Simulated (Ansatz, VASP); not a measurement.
**One calculation of Pt, two programs**

INCAR

```
SYSTEM = Pt
  PREC = Accurate
  ENCUT = 520
  EDIFF = 1E-7
  ISMEAR = 0
  SIGMA = 0.15
  LREAL = .FALSE.
  LASPH = .TRUE.
  NELM = 100
  ALGO = Normal
  ISIF = 2
  LWAVE = .FALSE.
  LCHARG = .FALSE.
  NBANDS = 11
```

The input KPOINTS:

```
regular mesh
0
G
  22 22 22
  0 0 0
```

POSCAR

```
Pt
1.0
   -1.6079833000      1.6079833000      1.6079833000
    1.6079833000     -1.6079833000      1.6079833000
    1.6079833000      1.6079833000     -1.6079833000
Pt
1
Direct
    0.0000000000      0.0000000000      0.0000000000
```

Input for Ansatz:

```yaml
crystal:
  lattice:
    - [-1.6079833, 1.6079833, 1.6079833]
    - [1.6079833, -1.6079833, 1.6079833]
    - [1.6079833, 1.6079833, -1.6079833]
  atoms:
    - { symbol: Pt, position: [0.0, 0.0, 0.0] }
basis:
  ecutwfc: 520.0
kpoints:
  mp_grid: { grid: [22, 22, 22] }
hamiltonian:
  xc: lda
scf:
  occupations: { method: gaussian, width: 0.15 }
output:
  forces: true
  stress: true
  eigenvalues: true
```

Change from the starting cell: strain +0.015 along x and y, +0.015 along z, atoms carried along.

Alike in both runs: task single point; functional LDA; k mesh 22 × 22 × 22; occupations gaussian, width 0.15 eV; no spin polarisation.

```csv
,VASP,Ansatz
version,VASP 6.6.1,Ansatz 0.2.0
potentials or method,"VASP PAW LDA potentials, release 64 (Pt), cutoff 520 eV","scalar-relativistic, plane waves, PAW"
valence electrons in the cell,10,18
```

|  | VASP | Ansatz | Ansatz less VASP |
| --- | --- | --- | --- |
| gap on the k mesh at the Fermi level (eV) | none | none | - |
| pressure (GPa) | -23.4 | -23.9 | -0.49 |

LDA's correlation is that of Perdew and Zunger in VASP and of Perdew and Wang (1992) in Ansatz. A gap of «none» marks a metal or a gap that the smearing closes. VASP's potentials hold 10 valence electrons a cell and Ansatz's 18, so a difference there can come from the potentials and not from the codes.

Neither program's run includes spin-orbit coupling.
